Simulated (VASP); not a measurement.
# GaN (gallium nitride) (P6_3mc) in VASP: notebook

The runs below take GaN (gallium nitride) through single point, relaxation of cell and atoms, with PBE.

Program: VASP 6.6.1. These are calculated values, not measurements. Logs are shortened: lines on timing, memory, paths and dates and some standing lists are left out, and cuts for length are marked.

### Step 1. The cell of the first run

It takes space group P6_3mc (No. 186, hexagonal). The conventional cell has a = 3.218 Å, b = 3.218 Å, c = 5.243 Å, α = 90.00°, β = 90.00°, γ = 120.00°. Within 2.6 Å of Ga (site symmetry 3m) lie 4 N at 1.97 to 1.98 Å. Within 2.6 Å of N (site symmetry 3m) lie 4 Ga at 1.97 to 1.98 Å.

### Step 2. Single point, PBE

INCAR reads:

```
ALGO = Normal
EDIFF = 1E-7
ENCUT = 520
GGA = PE
ISIF = 2
ISMEAR = 0
LASPH = T
LCHARG = F
LREAL = F
LWAVE = F
NBANDS = 26
NELM = 80
PREC = Accurate
SIGMA = 0.01
```

KPOINTS reads:

```
k-points
0
Gamma
  10 10 6
```

POSCAR reads:

```
GaN
1.0
    3.2182918180      0.0000000000      0.0000000000
   -1.6091459090      2.7871224712      0.0000000000
    0.0000000000      0.0000000000      5.2428744257
Ga N
2 2
Direct
    0.3333333333      0.6666666667      0.0000337878
    0.6666666667      0.3333333333      0.5000337878
    0.3333333333      0.6666666667      0.3767662122
    0.6666666667      0.3333333333      0.8767662122
```

Potentials or basis: VASP PAW PBE potentials, release 64 (Ga_d, N).

Command:

```bash
> cat potpaw_PBE.64/Ga_d/POTCAR potpaw_PBE.64/N/POTCAR > POTCAR
> mpirun -np 1 vasp_std > vasp.out
```

OUTCAR:

```text
EDIFF = 1E-7
   ENCUT = 520
   GGA = PE
   ISIF = 2
   ISMEAR = 0
   LASPH = T
   LREAL = F
   NELM = 80
   PREC = Accurate

 ion  position               nearest neighbor table
   1  0.333  0.667  0.000-   4 1.97   4 1.97   4 1.97   3 1.98
   2  0.667  0.333  0.500-   3 1.97   3 1.97   3 1.97   4 1.98
   3  0.333  0.667  0.377-   2 1.97   2 1.97   2 1.97   1 1.98
   4  0.667  0.333  0.877-   1 1.97   1 1.97   1 1.97   2 1.98

  LATTYP: Found a hexagonal cell.
 ALAT       =     3.2182918180
 C/A-ratio  =     1.6290860873

  Lattice vectors:

 A1 = (   3.2182918180,   0.0000000000,   0.0000000000)
 A2 = (  -1.6091459090,   2.7871224712,   0.0000000000)
 A3 = (   0.0000000000,   0.0000000000,   5.2428744257)

Analysis of symmetry for initial positions (statically):
=====================================================================
 Subroutine PRICEL returns:
 Original cell was already a primitive cell.

 Routine SETGRP: Setting up the symmetry group for a
 hexagonal supercell.

 Subroutine GETGRP returns: Found 12 space group operations
 (whereof  6 operations were pure point group operations)
 out of a pool of 24 trial point group operations.

The static configuration has the point symmetry C_3v.
 The point group associated with its full space group is C_6v.

Analysis of symmetry for dynamics (positions and initial velocities):
=====================================================================
 Subroutine PRICEL returns:
 Original cell was already a primitive cell.

 Routine SETGRP: Setting up the symmetry group for a
 hexagonal supercell.

 Subroutine GETGRP returns: Found 12 space group operations
 (whereof  6 operations were pure point group operations)
 out of a pool of 24 trial point group operations.

The dynamic configuration has the point symmetry C_3v.
 The point group associated with its full space group is C_6v.

 Subroutine INISYM returns: Found 12 space group operations
 (whereof  6 operations are pure point group operations),
 and found     1 'primitive' translations

----------------------------------------------------------------------------------------

                                     Primitive cell

  volume of cell :      47.0274

  direct lattice vectors                    reciprocal lattice vectors
     3.218291818  0.000000000  0.000000000     0.310723843  0.179396494  0.000000000
    -1.609145909  2.787122471  0.000000000     0.000000000  0.358792988  0.000000000
     0.000000000  0.000000000  5.242874426     0.000000000  0.000000000  0.190735066

  length of vectors
     3.218291818  3.218291818  5.242874426     0.358792988  0.358792988  0.190735066

  position of ions in fractional coordinates (direct lattice)
     0.333333333  0.666666667  0.000033788
     0.666666667  0.333333333  0.500033788
     0.333333333  0.666666667  0.376766212
     0.666666667  0.333333333  0.876766212

  ion indices of the primitive-cell ions
   primitive index   ion index
                 1           1
                 2           2
                 3           3
                 4           4

----------------------------------------------------------------------------------------

 KPOINTS: k-points

Automatic generation of k-mesh.
 Grid dimensions read from file:
 generate k-points for:   10   10    6

 Generating k-lattice:

  Cartesian coordinates                     Fractional coordinates (reciprocal lattice)
     0.031072384  0.017939649  0.000000000     0.100000000 -0.000000000  0.000000000
     0.000000000  0.035879299  0.000000000     0.000000000  0.100000000  0.000000000
     0.000000000  0.000000000  0.031789178     0.000000000  0.000000000  0.166666667

  Length of vectors
     0.035879299  0.035879299  0.031789178

  Shift w.r.t. Gamma in fractional coordinates (k-lattice)
     0.000000000  0.000000000  0.000000000

 Subroutine IBZKPT returns following result:
 ===========================================

 Found     56 irreducible k-points:

 Following reciprocal coordinates:
            Coordinates               Weight
  0.000000  0.000000  0.000000      1.000000
  0.100000 -0.000000  0.000000      6.000000
  0.200000 -0.000000  0.000000      6.000000
  0.300000 -0.000000  0.000000      6.000000
  0.400000 -0.000000  0.000000      6.000000
  0.500000 -0.000000  0.000000      3.000000
[... 16 lines left out ...]
  0.300000  0.100000  0.166667     24.000000
  0.400000  0.100000  0.166667     24.000000
 [... further k-points ...]
   k-points           NKPTS =     56   k-points in BZ     NKDIM =     56   number of bands    NBANDS=     26
   number of dos      NEDOS =    301   number of ions     NIONS =      4
   total plane-waves  NPLWV =  23040
   dimension x,y,z NGX =    24 NGY =   24 NGZ =   40
   dimension x,y,z NGXF=    48 NGYF=   48 NGZF=   80
   ions per type =               2   2
   NGX,Y,Z   is equivalent  to a cutoff of  12.40, 12.40, 12.68 a.u.
   NGXF,Y,Z  is equivalent  to a cutoff of  24.80, 24.80, 25.37 a.u.
 SYSTEM =  unknown system
   PREC   = accura    normal or accurate (medium, high low for compatibility)
   ISTART =      0    job   : 0-new  1-cont  2-samecut
   ICHARG =      2    charge: 1-file 2-atom 10-const
   ISPIN  =      1    spin polarized calculation?
   LNONCOLLINEAR =      F non collinear calculations
   LSORBIT =      F    spin-orbit coupling
   LASPH  =      T    aspherical Exc in radial PAW
   ENCUT  =  520.0 eV  38.22 Ry    6.18 a.u.   5.98  5.98  9.75*2*pi/ulx,y,z
   NELM   =     80;   NELMIN=  2; NELMDL= -5     # of ELM steps
   EDIFF  = 0.1E-06   stopping-criterion for ELM
   LREAL  =      F    real-space projection
   EDIFFG = 0.1E-05   stopping-criterion for IOM
   NSW    =      0    number of steps for IOM
   IBRION =     -1    ionic relax: 0-MD 1-quasi-New 2-CG
   NFREE  =      0    steps in history (QN), initial steepest desc. (CG)
   ISIF   =      2    stress and relaxation
   ISYM   =      2    0-nonsym 1-usesym 2-fastsym
   POTIM  = 0.5000    time-step for ionic-motion
   TEBEG  =    0.0;   TEEND  =   0.0 temperature during run
   PSTRESS=    0.0 pullay stress
   NELECT =      36.0000    total number of electrons
   NUPDOWN=      -1.0000    fix difference up-down
   EMIN   =  10.00;   EMAX   =-10.00  energy-range for DOS
   EFERMI =   0.00;   METHOD = LEGACY
   ISMEAR =     0;   SIGMA  =   0.01  broadening in eV -4-tet -1-fermi 0-gaus
   EFERMI_NEDOS =   21; number of points for ismear=-14 and -15
   IALGO  =     38    algorithm
   IMIX   =      4    mixing-type and parameters
     AMIX     =   0.40;   BMIX     =  1.00
     AMIX_MAG =   1.60;   BMIX_MAG =  1.00
  volume/ion in A,a.u.               =      11.76        79.34
  Fermi-wavevector in a.u.,A,eV,Ry     =   1.497587  2.830029 30.514689  2.242766
  Thomas-Fermi vector in A             =   2.609456
   LORBIT       =      0    0 simple, 1 ext, 2 COOP (PROOUT), +10 PAW based schemes
   GGA     = PE    functional components
   LHFCALC =     F    Hartree Fock is set to
   AEXX    =    0.0000 exact exchange contribution
   IVDW    =     0    specifies the selected vdW correction
   LEPSILON=     F    determine dielectric tensor
   LRPA    =     F    only Hartree local field effects (RPA)
 non-spin polarized calculation
 Gauss-broadening in eV      SIGMA  =   0.01
  energy-cutoff  :      520.00
  volume of cell :       47.03
 maximum number of plane-waves:      1296
 NGX is ok and might be reduce to    24
   NGX = 11   NGY = 11   NGZ = 19

 number of electron      35.9999955 magnetization

 Free energy of the ion-electron system (eV)
  ---------------------------------------------------
  ext. energy  EPLUGINS =         0.00000000
  ---------------------------------------------------
  free energy    TOTEN  =       -24.32779570 eV

  energy without entropy =      -24.32779570  energy(sigma->0) =      -24.32779570

 E-fermi :   5.0819     XC(G=0): -11.5156

 val. band max:        5.0099365570   @ k =   0.0000   0.0000   0.0000
 cond. band min:       6.7265091198   @ k =   0.0000   0.0000   0.0000
 fundamental gap:      1.7165725628
 Fermi energy:         5.0818997564

 k-point     1 :       0.0000    0.0000    0.0000
  band No.  band energies     occupation
      1     -10.7263      2.00000
      2      -9.9027      2.00000
      3      -8.4106      2.00000
      4      -8.3963      2.00000
      5      -8.3963      2.00000
      6      -8.3405      2.00000
[... 18 lines left out ...]
     25      16.4984      0.00000
     26      16.4984      0.00000

 k-point     2 :       0.1000   -0.0000    0.0000
  band No.  band energies     occupation
      1     -10.6346      2.00000
      2      -9.8805      2.00000
      3      -8.4013      2.00000
      4      -8.3832      2.00000
      5      -8.3629      2.00000
      6      -8.3296      2.00000
[... 18 lines left out ...]
     25      16.0744      0.00000
     26      16.7074      0.00000

 k-point     3 :       0.2000   -0.0000    0.0000
  band No.  band energies     occupation
      1     -10.3997      2.00000
      2      -9.8311      2.00000
      3      -8.3724      2.00000
      4      -8.3546      2.00000
      5      -8.3034      2.00000
      6      -8.2757      2.00000
[... 18 lines left out ...]
     25      16.2547      0.00000
     26      17.1694      0.00000

 k-point     4 :       0.3000   -0.0000    0.0000
  band No.  band energies     occupation
      1     -10.1368      2.00000
      2      -9.7870      2.00000
      3      -8.3503      2.00000
      4      -8.3339      2.00000
      5      -8.2617      2.00000
      6      -8.2190      2.00000
[... 18 lines left out ...]
     25      16.3199      0.00000
     26      17.8107      0.00000

 k-point     5 :       0.4000   -0.0000    0.0000
  band No.  band energies     occupation
      1      -9.9641      2.00000
      2      -9.7637      2.00000
      3      -8.3465      2.00000
      4      -8.3286      2.00000
      5      -8.2449      2.00000
      6      -8.1972      2.00000
[... 18 lines left out ...]
     25      16.9247      0.00000
     26      17.9885      0.00000

 k-point     6 :       0.5000   -0.0000    0.0000
  band No.  band energies     occupation
      1      -9.9098      2.00000
      2      -9.7575      2.00000
      3      -8.3490      2.00000
      4      -8.3287      2.00000
      5      -8.2396      2.00000
      6      -8.2006      2.00000
[... 427 lines left out ...]
 k-point    21 :       0.1000    0.1000    0.1667
  band No.  band energies     occupation
      1     -10.4069      2.00000
      2      -9.8613      2.00000
      3      -8.3754      2.00000
      4      -8.3609      2.00000
      5      -8.3175      2.00000
      6      -8.3098      2.00000
[... 18 lines left out ...]
     25      15.6636      0.00000
     26      16.8581      0.00000

 k-point    22 :       0.2000    0.1000    0.1667
  band No.  band energies     occupation
      1     -10.1736      2.00000
      2      -9.8083      2.00000
      3      -8.3481      2.00000
      4      -8.3409      2.00000
      5      -8.2861      2.00000
      6      -8.2611      2.00000
[... 18 lines left out ...]
     25      15.9048      0.00000
     26      17.4310      0.00000

 k-point    23 :       0.3000    0.1000    0.1667
  band No.  band energies     occupation
      1      -9.9790      2.00000
      2      -9.7719      2.00000
      3      -8.3422      2.00000
      4      -8.3280      2.00000
      5      -8.2576      2.00000
      6      -8.2099      2.00000
[... 18 lines left out ...]
     25      16.1968      0.00000
     26      17.8224      0.00000

 k-point    24 :       0.4000    0.1000    0.1667
  band No.  band energies     occupation
      1      -9.8831      2.00000
      2      -9.7574      2.00000
      3      -8.3492      2.00000
      4      -8.3219      2.00000
      5      -8.2438      2.00000
      6      -8.2082      2.00000
[... 18 lines left out ...]
     25      16.8154      0.00000
     26      18.0868      0.00000

 [... further k-points ...]
[... 5 lines left out ...]
  --------------------------------------------------------------------------------------
  -------------------------------------------------------------------------------------
  Total        0.0367330      0.0367330      0.0491684      0.0000000      0.0000000     -0.0000000
  in kB        1.2514575      1.2514575      1.6751184      0.0000000      0.0000000     -0.0000000
  external PRESSURE =       1.3926778 kB  Pullay stress =       0.0000000 kB

 VOLUME and BASIS-vectors are now :
 -----------------------------------------------------------------------------
  energy-cutoff  :      520.00
  volume of cell :       47.03
      direct lattice vectors                 reciprocal lattice vectors
     3.218291818  0.000000000  0.000000000     0.310723843  0.179396494  0.000000000
    -1.609145909  2.787122471  0.000000000     0.000000000  0.358792988  0.000000000
     0.000000000  0.000000000  5.242874426     0.000000000  0.000000000  0.190735066

 POSITION                                       TOTAL-FORCE (eV/Angst)
 -----------------------------------------------------------------------------------
     -0.00000      1.85808      0.00018        -0.000000      0.000000     -0.000134
      1.60915      0.92904      2.62161         0.000000     -0.000000     -0.000134
     -0.00000      1.85808      1.97534         0.000000     -0.000000      0.000134
      1.60915      0.92904      4.59678        -0.000000      0.000000      0.000134
 -----------------------------------------------------------------------------------
    total drift:                               -0.000001     -0.000001     -0.000512

  FREE ENERGIE OF THE ION-ELECTRON SYSTEM (eV)
  ---------------------------------------------------
  free  energy   TOTEN  =       -24.3277956996 eV

  energy  without entropy=      -24.3277956996  energy(sigma->0) =      -24.32779570
```

It took 2 min on 1 thread of Intel Xeon Platinum 8488C (Sapphire Rapids), shared host; peak memory 0.19 GiB.

What came out:

```yaml
Free_energy: -24.3278 eV
Pressure: 0.1 GPa
Band_gap_on_the_k_mesh: 1.72 eV, direct
```

Levels at points of the mesh, in eV from the valence-band top:
| k point | band 14 | band 15 | band 16 | band 17 | band 18 | band 19 | band 20 | band 21 | band 22 | band 23 |
| --- | --- | --- | --- | --- | --- | --- | --- | --- | --- | --- |
| (0.00, 0.00, 0.00) | -1.00 | -1.00 | -0.04 | 0.00 | 0.00 | 1.72 | 4.07 | 9.02 | 9.73 | 9.73 |
| (0.50, 0.00, 0.00) | -5.19 | -4.07 | -2.64 | -2.11 | -0.96 | 4.98 | 5.37 | 5.98 | 8.35 | 10.17 |
| (0.00, 0.00, 0.50) | -3.79 | -0.51 | -0.51 | -0.51 | -0.51 | 4.06 | 4.06 | 8.31 | 8.31 | 10.24 |
| (0.50, 0.00, 0.50) | -6.44 | -1.87 | -1.87 | -1.83 | -1.83 | 4.31 | 4.31 | 7.58 | 7.58 | 9.80 |

(Continued in part 2 of 2.)
